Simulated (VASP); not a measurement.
# HfHg (Pm-3m) in VASP: notebook

The runs below take HfHg through single point, with PBEsol.

Everything below comes from runs of VASP 6.6.1. Logs are shortened: lines on timing, memory, paths and dates and some standing lists are left out, and cuts for length are marked.

## Step 1: The cell of the first run

It takes space group Pm-3m (No. 221, cubic). Conventional cell: a = 3.391 Å, b = 3.391 Å, c = 3.391 Å, α = 90.00°, β = 90.00°, γ = 90.00°. Within 3.9 Å of Hf (site symmetry m-3m) lie 8 Hg at 2.94 Å and 6 Hf at 3.39 Å. Hg (site symmetry m-3m) has 8 Hf at 2.94 Å and 6 Hg at 3.39 Å within 3.9 Å.

## Step 2: Single point, PBEsol (volume scaled by 0.960)

Input file INCAR:

```
PREC = Accurate
ENCUT = 520
EDIFF = 1E-7
ISMEAR = 0
SIGMA = 0.05
LREAL = False
LASPH = True
NELM = 60
ALGO = Normal
ISIF = 2
LWAVE = False
LCHARG = True
GGA = PS
LELF = True
LVHAR = True
NBANDS = 18
```

Input file KPOINTS:

```
regular mesh
0
Gamma
  10 10 10
```

Input file POSCAR:

```
HfHg
1.0
    3.3908551508      0.0000000000      0.0000000000
    0.0000000000      3.3908551508      0.0000000000
    0.0000000000      0.0000000000      3.3908551508
Hf Hg
1 1
Direct
    0.0000000000      0.0000000000      0.0000000000
    0.5000000000      0.5000000000      0.5000000000
```

Potentials or basis: VASP PAW PBE potentials, release 64 (Hf_pv, Hg).

On the command line:

```
> cat potpaw_PBE.64/Hf_pv/POTCAR potpaw_PBE.64/Hg/POTCAR > POTCAR
> mpirun -np 1 vasp_std > vasp.out
```

OUTCAR:

```text
PREC = Accurate
   ENCUT = 520
   EDIFF = 1E-7
   ISMEAR = 0
   LREAL = False
   LASPH = True
   NELM = 60
   ISIF = 2
   GGA = PS

 ion  position               nearest neighbor table
   1  0.000  0.000  0.000-   2 2.94   2 2.94   2 2.94   2 2.94   2 2.94   2 2.94   2 2.94   2 2.94

   2  0.500  0.500  0.500-   1 2.94   1 2.94   1 2.94   1 2.94   1 2.94   1 2.94   1 2.94   1 2.94

  LATTYP: Found a simple cubic cell.
 ALAT       =     3.3908551508

  Lattice vectors:

 A1 = (   3.3908551508,   0.0000000000,   0.0000000000)
 A2 = (   0.0000000000,   3.3908551508,   0.0000000000)
 A3 = (   0.0000000000,   0.0000000000,   3.3908551508)

Analysis of symmetry for initial positions (statically):
=====================================================================
 Subroutine PRICEL returns:
 Original cell was already a primitive cell.

 Routine SETGRP: Setting up the symmetry group for a
 simple cubic supercell.

 Subroutine GETGRP returns: Found 48 space group operations
 (whereof 48 operations were pure point group operations)
 out of a pool of 48 trial point group operations.

The static configuration has the point symmetry O_h .

Analysis of symmetry for dynamics (positions and initial velocities):
=====================================================================
 Subroutine PRICEL returns:
 Original cell was already a primitive cell.

 Routine SETGRP: Setting up the symmetry group for a
 simple cubic supercell.

 Subroutine GETGRP returns: Found 48 space group operations
 (whereof 48 operations were pure point group operations)
 out of a pool of 48 trial point group operations.

The dynamic configuration has the point symmetry O_h .

 Subroutine INISYM returns: Found 48 space group operations
 (whereof 48 operations are pure point group operations),
 and found     1 'primitive' translations

----------------------------------------------------------------------------------------

                                     Primitive cell

  volume of cell :      38.9877

  direct lattice vectors                    reciprocal lattice vectors
     3.390855151  0.000000000  0.000000000     0.294910857  0.000000000  0.000000000
     0.000000000  3.390855151  0.000000000     0.000000000  0.294910857  0.000000000
     0.000000000  0.000000000  3.390855151     0.000000000  0.000000000  0.294910857

  length of vectors
[... 74 lines left out ...]
   ISTART =      0    job   : 0-new  1-cont  2-samecut
   ICHARG =      2    charge: 1-file 2-atom 10-const
   ISPIN  =      1    spin polarized calculation?
   LNONCOLLINEAR =      F non collinear calculations
   LSORBIT =      F    spin-orbit coupling
   LASPH  =      T    aspherical Exc in radial PAW
   ENCUT  =  520.0 eV  38.22 Ry    6.18 a.u.   6.30  6.30  6.30*2*pi/ulx,y,z
   NELM   =     60;   NELMIN=  2; NELMDL= -5     # of ELM steps
   EDIFF  = 0.1E-06   stopping-criterion for ELM
   LREAL  =      F    real-space projection
   EDIFFG = 0.1E-05   stopping-criterion for IOM
   NSW    =      0    number of steps for IOM
   IBRION =     -1    ionic relax: 0-MD 1-quasi-New 2-CG
   NFREE  =      0    steps in history (QN), initial steepest desc. (CG)
   ISIF   =      2    stress and relaxation
   ISYM   =      2    0-nonsym 1-usesym 2-fastsym
   POTIM  = 0.5000    time-step for ionic-motion
   TEBEG  =    0.0;   TEEND  =   0.0 temperature during run
   PSTRESS=    0.0 pullay stress
   NELECT =      22.0000    total number of electrons
   NUPDOWN=      -1.0000    fix difference up-down
   EMIN   =  10.00;   EMAX   =-10.00  energy-range for DOS
   EFERMI =   0.00;   METHOD = LEGACY
   ISMEAR =     0;   SIGMA  =   0.05  broadening in eV -4-tet -1-fermi 0-gaus
   EFERMI_NEDOS =   21; number of points for ismear=-14 and -15
   IALGO  =     38    algorithm
   IMIX   =      4    mixing-type and parameters
     AMIX     =   0.40;   BMIX     =  1.00
     AMIX_MAG =   1.60;   BMIX_MAG =  1.00
  volume/ion in A,a.u.               =      19.49       131.55
  Fermi-wavevector in a.u.,A,eV,Ry     =   1.352819  2.556458 24.900298  1.830120
  Thomas-Fermi vector in A             =   2.480126
   LORBIT       =      0    0 simple, 1 ext, 2 COOP (PROOUT), +10 PAW based schemes
   GGA     = PS    functional components
   LHFCALC =     F    Hartree Fock is set to
   AEXX    =    0.0000 exact exchange contribution
   IVDW    =     0    specifies the selected vdW correction
   LEPSILON=     F    determine dielectric tensor
   LRPA    =     F    only Hartree local field effects (RPA)
 non-spin polarized calculation
 Gauss-broadening in eV      SIGMA  =   0.05
  energy-cutoff  :      520.00
  volume of cell :       38.99
 maximum number of plane-waves:      1068
 NGX is ok and might be reduce to    28
   NGX = 13   NGY = 13   NGZ = 13

 number of electron      22.0000006 magnetization

 Free energy of the ion-electron system (eV)
  ---------------------------------------------------
  ext. energy  EPLUGINS =         0.00000000
  ---------------------------------------------------
  free energy    TOTEN  =       -11.28514990 eV

  energy without entropy =      -11.28372259  energy(sigma->0) =      -11.28443624

 E-fermi :   5.2973     XC(G=0): -12.1246

 val. band max:        5.2920025916   @ k =   0.5000   0.2000   0.1000
 cond. band min:       5.3120342830   @ k =   0.5000   0.5000   0.4000
 fundamental gap:      0.0200316914
 Fermi energy:         5.2972871009

 k-point     1 :       0.0000    0.0000    0.0000
  band No.  band energies     occupation
      1     -25.5532      2.00000
      2     -25.5532      2.00000
      3     -25.5532      2.00000
      4      -4.6284      2.00000
      5      -3.2798      2.00000
      6      -3.2798      2.00000
[... 481 lines left out ...]
      5      -2.9621      2.00000
      6      -2.5967      2.00000
[... 10 lines left out ...]
     17      14.6096      0.00000
     18      17.5541      0.00000

 [... further k-points ...]
[... 5 lines left out ...]
  --------------------------------------------------------------------------------------
  -------------------------------------------------------------------------------------
  Total        1.3724735      1.3724735      1.3724735      0.0000000      0.0000000      0.0000000
  in kB       56.4010043     56.4010043     56.4010043      0.0000000      0.0000000      0.0000000
  external PRESSURE =      56.4010043 kB  Pullay stress =       0.0000000 kB

 VOLUME and BASIS-vectors are now :
 -----------------------------------------------------------------------------
  energy-cutoff  :      520.00
  volume of cell :       38.99
      direct lattice vectors                 reciprocal lattice vectors
     3.390855151  0.000000000  0.000000000     0.294910857  0.000000000  0.000000000
     0.000000000  3.390855151  0.000000000     0.000000000  0.294910857  0.000000000
     0.000000000  0.000000000  3.390855151     0.000000000  0.000000000  0.294910857

 POSITION                                       TOTAL-FORCE (eV/Angst)
 -----------------------------------------------------------------------------------
      0.00000      0.00000      0.00000         0.000000      0.000000      0.000000
      1.69543      1.69543      1.69543         0.000000      0.000000      0.000000
 -----------------------------------------------------------------------------------
    total drift:                                0.000000      0.000000      0.000000

  FREE ENERGIE OF THE ION-ELECTRON SYSTEM (eV)
  ---------------------------------------------------
  free  energy   TOTEN  =       -11.2851499033 eV

  energy  without entropy=      -11.2837225865  energy(sigma->0) =      -11.28443624
```

It took 16 s on 1 thread of Intel Xeon 6975P-C (Granite Rapids), shared host; peak memory 0.18 GiB.

Results:

* Free energy: -11.2851 eV
* Pressure: 5.6 GPa
* Band gap on the k mesh: zero (band 11 reaches 5.29 eV, above the bottom of band 12 at 4.31 eV)

Caveat: the PAW data sets were made with another functional, which shifts forces and pressure a little; spin-orbit coupling is left out, which moves the levels of the heavy elements.

## Step 3: Single point, PBEsol (volume scaled by 0.980)

Input file INCAR:

```
SYSTEM = HfHg
PREC = Accurate
ENCUT = 520
EDIFF = 1E-6
ISMEAR = 0
SIGMA = 0.05
LREAL = .FALSE.
LASPH = .TRUE.
NELM = 80
ALGO = Normal
ISIF = 2
LWAVE = .FALSE.
LCHARG = .FALSE.
GGA = PS
NBANDS = 18
```

Input file KPOINTS:

```
Automatic mesh
0
G
  10 10 10
  0 0 0
```

Input file POSCAR:

```
HfHg
1.0
    3.4142410977      0.0000000000      0.0000000000
    0.0000000000      3.4142410977      0.0000000000
    0.0000000000      0.0000000000      3.4142410977
Hf Hg
1 1
Direct
    0.0000000000      0.0000000000      0.0000000000
    0.5000000000      0.5000000000      0.5000000000
```

Potentials or basis: VASP PAW PBE potentials, release 64 (Hf_pv, Hg).

On the command line:

```
> cat potpaw_PBE.64/Hf_pv/POTCAR potpaw_PBE.64/Hg/POTCAR > POTCAR
> mpirun -np 1 vasp_std > vasp.out
```

Run time: 14 s. Hardware: 1 thread of Intel Xeon 6975P-C (Granite Rapids), shared host; peak memory 0.18 GiB.

Results (log left out):

* Free energy: -11.3062 eV
* Pressure: 2.6 GPa
* Band gap on the k mesh: zero (band 11 reaches 5.13 eV, above the bottom of band 12 at 4.09 eV)

Levels at points of the mesh, in eV from the Fermi level:
| k point | band 9 | band 10 | band 11 | band 12 | band 13 | band 14 |
| --- | --- | --- | --- | --- | --- | --- |
| (0.00, 0.00, 0.00) | -7.46 | -0.14 | -0.14 | 3.82 | 3.82 | 3.82 |
| (0.50, 0.00, 0.00) | -5.25 | -5.18 | -0.79 | 0.58 | 0.58 | 3.37 |
| (0.50, 0.50, 0.00) | -4.70 | -1.03 | -1.03 | 0.08 | 2.91 | 2.91 |
| (0.50, 0.50, 0.50) | -2.81 | -2.81 | -2.81 | -1.04 | 5.05 | 5.05 |

Caveat: the PAW data sets were made with another functional, which shifts forces and pressure a little; spin-orbit coupling is left out, which moves the levels of the heavy elements.

(Continued in part 2 of 2.)
